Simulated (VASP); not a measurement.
Here is a VASP 6.6.1 calculation.

Contents of INCAR:

```
PREC     = Accurate       # precision mode
ENCUT    = 500            # plane-wave cutoff, eV
EDIFF    = 1E-6           # SCF threshold, eV
ISMEAR   = 1              # smearing method
SIGMA    = 0.05           # smearing width, eV
LREAL    = F              # projectors in reciprocal space
LASPH    = T              # aspherical terms in the spheres
NELM     = 120            # most SCF steps
ALGO     = Normal         # electronic algorithm
ISIF     = 2              # what is computed and relaxed
LWAVE    = F              # write WAVECAR
LCHARG   = T              # write CHGCAR
GGA      = PE             # functional
LELF     = T              # ELF
LVHAR    = T            
NBANDS   = 8              # bands
GGA_COMPAT= F
```

Contents of KPOINTS:

```
regular mesh
0
Gamma
  9 9 9
```

Contents of POSCAR:

```
Sb
1.0
   -1.7476999716      1.7476999716      1.7476999716
    1.7476999716     -1.7476999716      1.7476999716
    1.7476999716      1.7476999716     -1.7476999716
Sb
1
Direct
    0.0000000000      0.0000000000      0.0000000000
```

Potentials or basis: VASP PAW PBE potentials, release 64 (Sb).

The run is started by

```sh
$ cat potpaw_PBE.64/Sb/POTCAR > POTCAR
$ mpirun -np 1 vasp_std > vasp.out
```

**Question.** Estimate the pressure.

**Answer.** 25.7 GPa.
